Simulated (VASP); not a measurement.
Input of a VASP 6.6.1 run:

The input INCAR:

```
SYSTEM = KCaInWO6
PREC = Accurate
ENCUT = 520
EDIFF = 1E-6
ISMEAR = 0
SIGMA = 0.05
LREAL = .False.
LASPH = .True.
NELM = 100
ALGO = Normal
ISIF = 2
LWAVE = .False.
LCHARG = .False.
GGA = PS
NBANDS = 52
```

File KPOINTS:

```
regular mesh
0
Gamma
  6 6 6
  0 0 0
```

The input POSCAR:

```
KCaInWO6
1.0
    0.0000000000      4.0235138778      4.0235138778
    4.0235138778      0.0000000000      4.0235138778
    4.0235138778      4.0235138778      0.0000000000
K Ca In W O
1 1 1 1 6
Direct
    0.7500000000      0.7500000000      0.7500000000
    0.2500000000      0.2500000000      0.2500000000
    0.0000000000      0.0000000000      0.0000000000
    0.5000000000      0.5000000000      0.5000000000
    0.7370708592      0.2629291408      0.2629291408
    0.2629291408      0.7370708592      0.7370708592
    0.7370708592      0.7370708592      0.2629291408
    0.2629291408      0.2629291408      0.7370708592
    0.2629291408      0.7370708592      0.2629291408
    0.7370708592      0.2629291408      0.7370708592
```

Potentials or basis: VASP PAW PBE potentials, release 64 (K_sv, Ca_sv, In_d, W_sv, O).

Run with:

```console
$ cat potpaw_PBE.64/K_sv/POTCAR potpaw_PBE.64/Ca_sv/POTCAR potpaw_PBE.64/In_d/POTCAR potpaw_PBE.64/W_sv/POTCAR potpaw_PBE.64/O/POTCAR > POTCAR
$ mpirun -np 1 vasp_std > vasp.out
```

**Question.** What does it give for the largest force?

**Answer.** 0.156 eV/Å.

**Question.** What does it give for the band gap on the k mesh?

**Answer.** 3.12 eV (least direct gap 3.18 eV).

**Question.** Estimate the pressure.

**Answer.** 1.0 GPa.

Forces on the atoms (eV/Å):
```
K    0.000  0.000  0.000
Ca   0.000  0.000  0.000
In   0.000  0.000  0.000
W    0.000  0.000  0.000
O   -0.156  0.000  0.000
O    0.156  0.000  0.000
O    0.000  0.000  0.156
O    0.000  0.000 -0.156
O    0.000 -0.156  0.000
O    0.000  0.156  0.000
```

Caveat: the PAW data sets were made with another functional, which shifts forces and pressure a little; spin-orbit coupling is left out, which moves the levels of the heavy elements. A k mesh can miss the band edges.
